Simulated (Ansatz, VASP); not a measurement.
# Two plane-wave programs on Zn

```
Zn
1.0
    -1.53766    1.56904    1.56904
     1.53766   -1.56904    1.56904
     1.53766    1.56904   -1.56904
Zn
1
Direct
  0.00000 0.00000 0.00000
```

Change from the starting cell: strain -0.0200 x Voigt [1, 0, 0, 0, 0, 0], atoms carried along.

Alike in both runs: task single point; functional r2SCAN; k mesh 22 × 22 × 22; occupations gaussian, width 0.15 eV; no spin polarisation.

|  | VASP | Ansatz |
| --- | --- | --- |
| version | VASP 6.6.1 | Ansatz 0.2.0 |
| potentials or method | VASP PAW PBE potentials, release 64 (Zn), cutoff 520 eV | scalar-relativistic, plane waves, PAW |
| valence electrons in the cell | 12 | 12 |

```tsv
	VASP	Ansatz	Ansatz less VASP
gap on the k mesh at the Fermi level (eV)	none	none	-
pressure (GPa)	-3.1	-3.5	-0.47
traceless stress, the component that is largest in VASP (GPa)	-0.88	-0.90	-0.024
```

VASP's potentials were made for PBE, not for r2SCAN. A gap of «none» marks a metal or a gap that the smearing closes.
